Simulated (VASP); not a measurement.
# Se (Pbam) in VASP: a series of runs

Se is run at these levels: PBEsol; tasks: single point.

Everything below comes from runs of VASP 6.6.1. Logs are shortened: lines on timing, memory, paths and dates and some standing lists are left out, and cuts for length are marked.

**1. The cell of the first run**

The structure is orthorhombic, space group Pbam (No. 55). The conventional cell has a = 4.000 Å, b = 7.912 Å, c = 2.770 Å, α = 90.00°, β = 90.00°, γ = 90.00°. Se (site symmetry m) has 6 Se at 2.59 to 3.01 Å within 3.4 Å.

**2. Single point, PBEsol**

The input, INCAR:

```
SYSTEM = Se
PREC = Accurate ; ENCUT = 520
EDIFF = 1E-6 ; ISMEAR = 0
SIGMA = 0.1 ; LREAL = .False.
LASPH = .True. ; NELM = 80
ALGO = Normal ; ISIF = 2
LWAVE = .False. ; LCHARG = .False.
GGA = PS ; NBANDS = 20
```

The input, KPOINTS:

```
regular mesh
0
Gamma
  10 6 14
  0 0 0
```

The input, POSCAR:

```
Se
1.0
    3.9996502625      0.0000000000      0.0000000000
    0.0000000000      7.9116635052      0.0000000000
    0.0000000000      0.0000000000      2.7697398180
Se
4
Direct
    0.7137390930      0.3768879365      0.5000000000
    0.7862609070      0.8768879365      0.5000000000
    0.2862609070      0.6231120635      0.5000000000
    0.2137390930      0.1231120635      0.5000000000
```

Potentials or basis: VASP PAW PBE potentials, release 64 (Se).

Started as:

```
$ cat potpaw_PBE.64/Se/POTCAR > POTCAR
$ mpirun -np 1 vasp_std > vasp.out
```

OUTCAR:

```text
SYSTEM = Se
   PREC = Accurate
   ENCUT = 520
   EDIFF = 1E-6
   ISMEAR = 0
   LREAL = .False.
   LASPH = .True.
   NELM = 80
   ISIF = 2
   GGA = PS

 ion  position               nearest neighbor table
   1  0.714  0.377  0.500-   3 2.59
   2  0.786  0.877  0.500-   4 2.59
   3  0.286  0.623  0.500-   1 2.59
   4  0.214  0.123  0.500-   2 2.59

  LATTYP: Found a simple orthorhombic cell.
 ALAT       =     2.7697398180
 B/A-ratio  =     1.4440527000
 C/A-ratio  =     2.8564645147

  Lattice vectors:

 A1 = (   0.0000000000,   0.0000000000,   2.7697398180)
 A2 = (   3.9996502625,   0.0000000000,   0.0000000000)
 A3 = (   0.0000000000,   7.9116635052,   0.0000000000)

Analysis of symmetry for initial positions (statically):
=====================================================================
 Subroutine PRICEL returns:
 Original cell was already a primitive cell.

 Routine SETGRP: Setting up the symmetry group for a
 simple orthorhombic supercell.

 Subroutine GETGRP returns: Found  8 space group operations
 (whereof  4 operations were pure point group operations)
 out of a pool of  8 trial point group operations.

The static configuration has the point symmetry C_2h.
 The point group associated with its full space group is D_2h.

Analysis of symmetry for dynamics (positions and initial velocities):
=====================================================================
 Subroutine PRICEL returns:
 Original cell was already a primitive cell.

 Routine SETGRP: Setting up the symmetry group for a
 simple orthorhombic supercell.

 Subroutine GETGRP returns: Found  8 space group operations
 (whereof  4 operations were pure point group operations)
 out of a pool of  8 trial point group operations.

The dynamic configuration has the point symmetry C_2h.
 The point group associated with its full space group is D_2h.

 Subroutine INISYM returns: Found  8 space group operations
 (whereof  4 operations are pure point group operations),
 and found     1 'primitive' translations

----------------------------------------------------------------------------------------

                                     Primitive cell

  volume of cell :      87.6453

  direct lattice vectors                    reciprocal lattice vectors
     3.999650262  0.000000000  0.000000000     0.250021861  0.000000000  0.000000000
     0.000000000  7.911663505  0.000000000     0.000000000  0.126395669  0.000000000
     0.000000000  0.000000000  2.769739818     0.000000000  0.000000000  0.361044743

  length of vectors
     3.999650262  7.911663505  2.769739818     0.250021861  0.126395669  0.361044743

  position of ions in fractional coordinates (direct lattice)
     0.713739093  0.376887936  0.500000000
     0.786260907  0.876887936  0.500000000
     0.286260907  0.623112064  0.500000000
     0.213739093  0.123112064  0.500000000

  ion indices of the primitive-cell ions
   primitive index   ion index
                 1           1
                 2           2
                 3           3
                 4           4

----------------------------------------------------------------------------------------

 KPOINTS: regular mesh

Automatic generation of k-mesh.
 Grid dimensions read from file:
 generate k-points for:   10    6   14

 Generating k-lattice:

  Cartesian coordinates                     Fractional coordinates (reciprocal lattice)
     0.025002186  0.000000000  0.000000000     0.100000000  0.000000000  0.000000000
     0.000000000  0.021065945  0.000000000     0.000000000  0.166666667  0.000000000
     0.000000000  0.000000000  0.025788910     0.000000000  0.000000000  0.071428571

  Length of vectors
     0.025002186  0.021065945  0.025788910

  Shift w.r.t. Gamma in fractional coordinates (k-lattice)
     0.000000000  0.000000000  0.000000000

 Subroutine IBZKPT returns following result:
 ===========================================

 Found    192 irreducible k-points:

 Following reciprocal coordinates:
            Coordinates               Weight
  0.000000  0.000000  0.000000      1.000000
  0.100000  0.000000  0.000000      2.000000
  0.200000  0.000000  0.000000      2.000000
  0.300000  0.000000  0.000000      2.000000
  0.400000  0.000000  0.000000      2.000000
  0.500000  0.000000  0.000000      1.000000
[... 16 lines left out ...]
  0.400000  0.500000  0.000000      2.000000
  0.500000  0.500000  0.000000      1.000000
 [... further k-points ...]
   k-points           NKPTS =    192   k-points in BZ     NKDIM =    192   number of bands    NBANDS=     20
   number of dos      NEDOS =    301   number of ions     NIONS =      4
   total plane-waves  NPLWV =  43200
   dimension x,y,z NGX =    30 NGY =   60 NGZ =   24
   dimension x,y,z NGXF=    60 NGYF=  120 NGZF=   48
   ions per type =               4
   NGX,Y,Z   is equivalent  to a cutoff of  12.47, 12.61, 14.41 a.u.
   NGXF,Y,Z  is equivalent  to a cutoff of  24.94, 25.22, 28.81 a.u.
 SYSTEM =  Se
   PREC   = accura    normal or accurate (medium, high low for compatibility)
   ISTART =      0    job   : 0-new  1-cont  2-samecut
   ICHARG =      2    charge: 1-file 2-atom 10-const
   ISPIN  =      1    spin polarized calculation?
   LNONCOLLINEAR =      F non collinear calculations
   LSORBIT =      F    spin-orbit coupling
   LASPH  =      T    aspherical Exc in radial PAW
   ENCUT  =  520.0 eV  38.22 Ry    6.18 a.u.   7.44 14.71  5.15*2*pi/ulx,y,z
   NELM   =     80;   NELMIN=  2; NELMDL= -5     # of ELM steps
   EDIFF  = 0.1E-05   stopping-criterion for ELM
   LREAL  =      F    real-space projection
[... 7 lines left out ...]
   TEBEG  =    0.0;   TEEND  =   0.0 temperature during run
   PSTRESS=    0.0 pullay stress
   NELECT =      24.0000    total number of electrons
   NUPDOWN=      -1.0000    fix difference up-down
   EMIN   =  10.00;   EMAX   =-10.00  energy-range for DOS
   EFERMI =   0.00;   METHOD = LEGACY
   ISMEAR =     0;   SIGMA  =   0.10  broadening in eV -4-tet -1-fermi 0-gaus
   EFERMI_NEDOS =   21; number of points for ismear=-14 and -15
   IALGO  =     38    algorithm
   IMIX   =      4    mixing-type and parameters
     AMIX     =   0.40;   BMIX     =  1.00
     AMIX_MAG =   1.60;   BMIX_MAG =  1.00
  volume/ion in A,a.u.               =      21.91       147.86
  Fermi-wavevector in a.u.,A,eV,Ry     =   1.063087  2.008944 15.376690  1.130155
  Thomas-Fermi vector in A             =   2.198560
   LORBIT       =      0    0 simple, 1 ext, 2 COOP (PROOUT), +10 PAW based schemes
   GGA     = PS    functional components
   LHFCALC =     F    Hartree Fock is set to
   AEXX    =    0.0000 exact exchange contribution
   IVDW    =     0    specifies the selected vdW correction
   LEPSILON=     F    determine dielectric tensor
   LRPA    =     F    only Hartree local field effects (RPA)
 non-spin polarized calculation
 Gauss-broadening in eV      SIGMA  =   0.10
  energy-cutoff  :      520.00
  volume of cell :       87.65
 maximum number of plane-waves:      2400
 NGX is ok and might be reduce to    30
   NGX = 15   NGY = 29   NGZ = 11

 number of electron      24.0000000 magnetization

 Free energy of the ion-electron system (eV)
  ---------------------------------------------------
  ext. energy  EPLUGINS =         0.00000000
  ---------------------------------------------------
  free energy    TOTEN  =       -15.04915517 eV

  energy without entropy =      -15.04062562  energy(sigma->0) =      -15.04489040

 E-fermi :   4.8812     XC(G=0): -10.2022

 val. band max:        4.8713607470   @ k =   0.4000   0.5000   0.1429
 cond. band min:       4.8942888955   @ k =   0.2000   0.0000   0.2143
 fundamental gap:      0.0229281485
 Fermi energy:         4.8812389102

 k-point     1 :       0.0000    0.0000    0.0000
  band No.  band energies     occupation
      1     -11.4755      2.00000
      2      -9.9140      2.00000
      3      -9.5511      2.00000
      4      -7.0883      2.00000
      5      -0.5685      2.00000
      6      -0.2963      2.00000
[... 12 lines left out ...]
     19      12.3807      0.00000
     20      12.9183      0.00000

 k-point     2 :       0.1000    0.0000    0.0000
  band No.  band energies     occupation
      1     -11.4074      2.00000
      2      -9.8841      2.00000
      3      -9.5158      2.00000
      4      -7.2421      2.00000
      5      -0.6020      2.00000
      6      -0.2081      2.00000
[... 12 lines left out ...]
     19      12.8375      0.00000
     20      13.0160      0.00000

 k-point     3 :       0.2000    0.0000    0.0000
  band No.  band energies     occupation
      1     -11.2063      2.00000
      2      -9.8079      2.00000
      3      -9.4186      2.00000
      4      -7.6507      2.00000
      5      -0.9885      2.00000
      6      -0.6036      2.00000
[... 12 lines left out ...]
     19      13.4736      0.00000
     20      13.9305      0.00000

 k-point     4 :       0.3000    0.0000    0.0000
  band No.  band energies     occupation
      1     -10.8843      2.00000
      2      -9.7326      2.00000
      3      -9.2841      2.00000
      4      -8.1876      2.00000
      5      -1.6725      2.00000
      6      -1.4874      2.00000
[... 12 lines left out ...]
     19      14.6223      0.00000
     20      14.9052      0.00000

 k-point     5 :       0.4000    0.0000    0.0000
  band No.  band energies     occupation
      1     -10.4701      2.00000
      2      -9.7645      2.00000
      3      -9.1421      2.00000
      4      -8.6866      2.00000
      5      -2.1697      2.00000
      6      -2.0845      2.00000
[... 12 lines left out ...]
     19      14.8671      0.00000
     20      15.1690      0.00000
[... 353 lines left out ...]
      6      -1.3184      2.00000
[... 12 lines left out ...]
     19      13.2134      0.00000
     20      13.2134      0.00000

 k-point    22 :       0.3000    0.5000    0.0000
  band No.  band energies     occupation
      1     -10.5075      2.00000
      2     -10.5075      2.00000
      3      -8.5211      2.00000
      4      -8.5211      2.00000
      5      -1.5918      2.00000
      6      -1.5918      2.00000
[... 12 lines left out ...]
     19      13.5698      0.00000
     20      13.5698      0.00000

 k-point    23 :       0.4000    0.5000    0.0000
  band No.  band energies     occupation
      1     -10.1881      2.00000
      2     -10.1881      2.00000
      3      -8.8558      2.00000
      4      -8.8558      2.00000
      5      -1.5250      2.00000
      6      -1.5250      2.00000
[... 12 lines left out ...]
     19      14.3167      0.00000
     20      14.3168      0.00000

 k-point    24 :       0.5000    0.5000    0.0000
  band No.  band energies     occupation
      1     -10.0048      2.00000
      2     -10.0048      2.00000
      3      -9.0482      2.00000
      4      -9.0482      2.00000
      5      -1.2788      2.00000
      6      -1.2788      2.00000
[... 12 lines left out ...]
     19      14.7673      0.00000
     20      14.7701      0.00000

 [... further k-points ...]

------------------------ aborting loop because EDIFF is reached ----------------------------------------

  FORCE on cell =-STRESS in cart. coord.  units (eV):
  Direction    XX          YY          ZZ          XY          YZ          ZX
  --------------------------------------------------------------------------------------
  -------------------------------------------------------------------------------------
  Total        0.0677373      0.0774450      0.0380222      0.0000000      0.0000000      0.0000000
  in kB        1.2382543      1.4157134      0.6950548      0.0000000      0.0000000      0.0000000
  external PRESSURE =       1.1163408 kB  Pullay stress =       0.0000000 kB

 VOLUME and BASIS-vectors are now :
 -----------------------------------------------------------------------------
  energy-cutoff  :      520.00
  volume of cell :       87.65
      direct lattice vectors                 reciprocal lattice vectors
     3.999650262  0.000000000  0.000000000     0.250021861  0.000000000  0.000000000
     0.000000000  7.911663505  0.000000000     0.000000000  0.126395669  0.000000000
     0.000000000  0.000000000  2.769739818     0.000000000  0.000000000  0.361044743

 POSITION                                       TOTAL-FORCE (eV/Angst)
 -----------------------------------------------------------------------------------
      2.85471      2.98181      1.38487         0.005732     -0.003159      0.000000
      3.14477      6.93764      1.38487        -0.005732     -0.003159     -0.000000
      1.14494      4.92985      1.38487        -0.005732      0.003159     -0.000000
      0.85488      0.97402      1.38487         0.005732      0.003159      0.000000
 -----------------------------------------------------------------------------------
    total drift:                                0.000000      0.000000     -0.000000

  FREE ENERGIE OF THE ION-ELECTRON SYSTEM (eV)
  ---------------------------------------------------
  free  energy   TOTEN  =       -15.0491551680 eV

  energy  without entropy=      -15.0406256246  energy(sigma->0) =      -15.04489040
```

It took 5.2 min on 1 thread of Intel Xeon 8259CL, shared host; peak memory 0.38 GiB.

What came out:

| Quantity | Value |
| --- | --- |
| Free energy | -15.0492 eV |
| Pressure | 0.1 GPa |
| Largest force | 0.007 eV/Å |
| Band gap on the k mesh | zero (bands 12 and 13 overlap by 4.52 eV) |

Forces in eV/Å, atoms in the order of the input:
```
Se   0.006 -0.003  0.000
Se  -0.006 -0.003  0.000
Se  -0.006  0.003  0.000
Se   0.006  0.003  0.000
```

Caveat: the PAW data sets were made with another functional, which shifts forces and pressure a little.

**3. Single point, PBEsol**

This run uses another cell than the first one, of 22.90 Å³/atom.

The input, INCAR:

```
SYSTEM = Se
  PREC = Accurate
  ENCUT = 520
  EDIFF = 1E-6
  ISMEAR = 0
  SIGMA = 0.1
  LREAL = .FALSE.
  LASPH = .TRUE.
  NELM = 100
  ALGO = Normal
  ISIF = 2
  LWAVE = .FALSE.
  LCHARG = .FALSE.
  GGA = PS
  NBANDS = 20
```

The input, KPOINTS:

```
Automatic mesh
0
G
  10 6 16
  0 0 0
```

The input, POSCAR:

```
Se
1.0
    4.1088874791      0.0000000000      0.0000000000
    0.0000000000      8.2368488483      0.0000000000
    0.0000000000      0.0000000000      2.7066309570
Se
4
Direct
    0.6829974661      0.3808030230      0.5000000000
    0.8170025339      0.8808030230      0.5000000000
    0.3170025339      0.6191969770      0.5000000000
    0.1829974661      0.1191969770      0.5000000000
```

Potentials or basis: VASP PAW PBE potentials, release 64 (Se).

Started as:

```
$ cat potpaw_PBE.64/Se/POTCAR > POTCAR
$ mpirun -np 1 vasp_std > vasp.out
```

OUTCAR:

```text
SYSTEM = Se
   PREC = Accurate
   ENCUT = 520
   EDIFF = 1E-6
   ISMEAR = 0
   LREAL = .FALSE.
   LASPH = .TRUE.
   NELM = 100
   ISIF = 2
   GGA = PS

 ion  position               nearest neighbor table
   1  0.683  0.381  0.500-   3 2.47
   2  0.817  0.881  0.500-   4 2.47
   3  0.317  0.619  0.500-   1 2.47
   4  0.183  0.119  0.500-   2 2.47

  LATTYP: Found a simple orthorhombic cell.
 ALAT       =     2.7066309570
 B/A-ratio  =     1.5180819049
 C/A-ratio  =     3.0432109065

  Lattice vectors:
[... 750 lines left out ...]
  Direction    XX          YY          ZZ          XY          YZ          ZX
  --------------------------------------------------------------------------------------
  -------------------------------------------------------------------------------------
  Total        0.0549242      0.0907268      0.0803876      0.0000000      0.0000000      0.0000000
  in kB        0.9606389      1.5868351      1.4060002      0.0000000      0.0000000      0.0000000
  external PRESSURE =       1.3178248 kB  Pullay stress =       0.0000000 kB

 VOLUME and BASIS-vectors are now :
 -----------------------------------------------------------------------------
  energy-cutoff  :      520.00
  volume of cell :       91.60
      direct lattice vectors                 reciprocal lattice vectors
     4.108887479  0.000000000  0.000000000     0.243374881  0.000000000  0.000000000
     0.000000000  8.236848848  0.000000000     0.000000000  0.121405651  0.000000000
     0.000000000  0.000000000  2.706630957     0.000000000  0.000000000  0.369463002

 POSITION                                       TOTAL-FORCE (eV/Angst)
 -----------------------------------------------------------------------------------
      2.80636      3.13662      1.35332         0.011026     -0.013491      0.000000
      3.35697      7.25504      1.35332        -0.011026     -0.013491     -0.000000
      1.30253      5.10023      1.35332        -0.011026      0.013491     -0.000000
      0.75192      0.98181      1.35332         0.011026      0.013491      0.000000
 -----------------------------------------------------------------------------------
    total drift:                               -0.000000      0.000000      0.000000

  FREE ENERGIE OF THE ION-ELECTRON SYSTEM (eV)
  ---------------------------------------------------
  free  energy   TOTEN  =       -15.0871034582 eV

  energy  without entropy=      -15.0807943122  energy(sigma->0) =      -15.08394889
```

Run time: 4.1 min. Hardware: 1 thread of Intel Xeon 8259CL, shared host; peak memory 0.4 GiB.

What came out:

```
Free energy            : -15.0871 eV
Pressure               : 0.1 GPa
Largest force          : 0.017 eV/Å
Band gap on the k mesh : zero (bands 12 and 13 overlap by 3.92 eV)
```

Forces on the atoms (eV/Å):
```
Se   0.011 -0.013  0.000
Se  -0.011 -0.013  0.000
Se  -0.011  0.013  0.000
Se   0.011  0.013  0.000
```

Caveat: the PAW data sets were made with another functional, which shifts forces and pressure a little.

The gap in the log of VASP goes by the Fermi energy; the results here count the filled bands.